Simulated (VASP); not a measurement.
## PbSe: relaxation of shape and atoms at fixed volume with PBEsol

The system is PbSe.

```
Pb Se
1.0
     5.29955    0.00000    0.00000
     0.00000    5.29955    0.00000
     0.00000    0.00000    4.06842
Pb Se
2 2
Direct
  0.50000 0.00000 0.33858
  0.00000 0.50000 0.66142
  0.00000 0.00000 0.00000
  0.50000 0.50000 0.00000
```

This cell differs from its parent crystal: volume scaled by 1.040.

```yaml
Program: VASP 6.6.1
Task: relaxation of shape and atoms at fixed volume
Functional: PBEsol
Potentials_or_basis: VASP PAW PBE potentials, release 64 (Pb_d, Se)
Cutoff: 600 eV
k_mesh: 6 × 6 × 8
Occupations: gaussian, width 0.05 eV
Spin: no spin polarisation
Dipole_correction: no
Further_INCAR_settings: ALGO = Normal; EDIFF = 1e-06; IBRION = 2; EDIFFG = -0.01; NSW = 60; ISIF = 4
```

```yaml
Energy_gained_by_relaxing: 0.7 meV/atom
Ionic_steps: 7
Pressure_after_relaxing: -1.0 GPa
Largest_force_after_relaxing: 0.008 eV/Å
Band_gap_on_the_k_mesh: 0.26 eV, indirect (least direct gap 0.71 eV)
```

Forces in eV/Å, atoms in the order of the input:
```
Pb   0.000  0.000  0.008
Pb   0.000  0.000 -0.008
Se   0.000  0.000  0.000
Se   0.000  0.000  0.000
```

The path:
```tsv
step	energy change (eV)	largest force (eV/Å)	pressure (GPa)	volume (Å³)
1	0.0000	0.0704	-1.42	114.26
2	-0.0007	0.0629	-1.36	114.26
3	-0.0021	0.0430	-1.17	114.26
4	-0.0012	0.0018	-0.78	114.26
5	-0.0024	0.0315	-1.07	114.26
6	-0.0027	0.0153	-1.01	114.26
7	-0.0028	0.0080	-0.96	114.26
```

Final structure:
```
CELL_PARAMETERS angstrom
5.28235 0.00000 0.00000
0.00000 5.28235 0.00000
0.00000 0.00000 4.09497
ATOMIC_POSITIONS crystal
Pb 0.50000 0.00000 0.33064
Pb 0.00000 0.50000 0.66936
Se 0.00000 0.00000 0.00000
Se 0.50000 0.50000 0.00000
```

Levels at points of the mesh, in eV from the valence-band top:
```
           k point  band 17  band 18  band 19  band 20  band 21  band 22  band 23  band 24
(0.00, 0.00, 0.00)    -1.41    -1.41    -1.14    -0.23     2.14     4.29     4.61     4.61
(0.50, 0.00, 0.00)    -1.27    -1.27    -0.40    -0.40     1.90     1.90     4.70     4.70
(0.50, 0.50, 0.00)    -0.56    -0.56    -0.13    -0.13     0.68     0.68     3.37     3.37
(0.00, 0.00, 0.50)    -1.80    -1.45    -1.16    -1.16     0.67     0.93     0.93     0.96
(0.50, 0.00, 0.50)    -2.28    -2.28    -1.38    -1.38     2.13     2.13     2.75     2.75
(0.50, 0.50, 0.50)    -3.47    -3.47     0.00     0.00     4.11     4.11     4.22     4.22
```

It took 7.4 min on 1 thread of Intel(R) Xeon(R) Platinum 8259CL CPU @ 2.50GHz (Skylake/Cascade Lake), on a shared host, peak memory 0.34 GiB.

Caveat: the cell differs from its parent crystal (volume scaled by 1.040); the PAW data sets were made with another functional, which shifts forces and pressure a little; spin-orbit coupling is left out, which moves the levels of the heavy elements. A k mesh can miss the band edges.
